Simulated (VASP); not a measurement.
Input of a VASP 6.6.1 run:

The input INCAR:

```
SYSTEM = Ga4SbAs
PREC = Accurate
ENCUT = 520
EDIFF = 1E-6
ISMEAR = 0
SIGMA = 0.1
LREAL = .FALSE.
LASPH = .TRUE.
NELM = 80
ALGO = Fast
ISIF = 2
LWAVE = .FALSE.
LCHARG = .FALSE.
GGA = PE
NBANDS = 40
```

KPOINTS

```
regular mesh
0
G
  4 4 6
  0 0 0
```

The input POSCAR:

```
Ga4SbAs
1.0
    6.1687192000      0.0000000000      0.0000000000
    0.0000000000      6.1687192000      0.0000000000
    0.0000000000      0.0000000000      3.7386316200
Ga Sb As
4 1 1
Direct
    0.2814791200      0.0000000000      0.0000000000
    0.7185208800      0.0000000000      0.0000000000
    0.0000000000      0.7185208800      0.0000000000
    0.0000000000      0.2814791200      0.0000000000
    0.0000000000      0.0000000000      0.0000000000
    0.0000000000      0.0000000000      0.5000000000
```

Potentials or basis: VASP PAW PBE potentials, release 64 (Ga_d, Sb, As).

Launch:

```sh
$ cat potpaw_PBE.64/Ga_d/POTCAR potpaw_PBE.64/Sb/POTCAR potpaw_PBE.64/As/POTCAR > POTCAR
$ mpirun -np 1 vasp_std > vasp.out
```

Q: What does it give for the largest force?

A: 39.224 eV/Å.

Q: What does it give for the pressure?

A: 148.4 GPa.

Q: Estimate the band gap on the k mesh.

A: Zero (band 31 reaches 6.06 eV, above the bottom of band 32 at 4.10 eV).

Stress tensor (GPa, compression positive):
```
151.83   0.00   0.00
  0.00 151.83   0.00
  0.00   0.00 141.49
```

Caveat: spin-orbit coupling is left out, which moves the levels of the heavy elements; forces of over 1 eV/Å act on the atoms, so gaps and moduli don't describe the material at rest.
